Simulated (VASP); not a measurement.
A run of VASP 6.6.1 is set up as follows.

INCAR

```
PREC = Accurate
ENCUT = 520
EDIFF = 1E-7
ISMEAR = 0
SIGMA = 0.01
LREAL = False
LASPH = True
NELM = 80
ALGO = Normal
ISIF = 2
LWAVE = False
LCHARG = True
GGA = CA
LELF = True
LVHAR = True
NBANDS = 48
```

Contents of KPOINTS:

```
Automatic mesh
0
Gamma
  2 2 2
```

The input POSCAR:

```
K3AsF6
1.0
    0.0000000000      4.5838600000      4.5838600000
    4.5838600000      0.0000000000      4.5838600000
    4.5838600000      4.5838600000      0.0000000000
K As F
3 1 6
Direct
    0.2500000000      0.2500000000      0.2500000000
    0.7500000000      0.7500000000      0.7500000000
    0.5000000000      0.5000000000      0.5000000000
    0.0000000000      0.0000000000      0.0000000000
    0.2253300000      0.2253300000      0.7746700000
    0.2253300000      0.7746700000      0.7746700000
    0.7746700000      0.7746700000      0.2253300000
    0.2253300000      0.7746700000      0.2253300000
    0.7746700000      0.2253300000      0.7746700000
    0.7746700000      0.2253300000      0.2253300000
```

Potentials or basis: VASP PAW LDA potentials, release 64 (K_sv, As, F).

Run with:

```sh
$ cat potpaw_LDA.64/K_sv/POTCAR potpaw_LDA.64/As/POTCAR potpaw_LDA.64/F/POTCAR > POTCAR
$ mpirun -np 1 vasp_std > vasp.out
```

What does it give for the pressure?

-4.4 GPa.

Estimate the band gap on the k mesh.

4.06 eV, indirect (least direct gap 4.28 eV).

Estimate the largest force.

0.253 eV/Å.

Forces in eV/Å, atoms in the order of the input:
```
K    0.000  0.000  0.000
K    0.000  0.000  0.000
K    0.000  0.000  0.000
As   0.000  0.000  0.000
F    0.000  0.000 -0.253
F    0.253  0.000  0.000
F    0.000  0.000  0.253
F    0.000 -0.253  0.000
F    0.000  0.253  0.000
F   -0.253  0.000  0.000
```

Caveat: the k points lie up to 0.59 Å⁻¹ apart. A k mesh can miss the band edges.
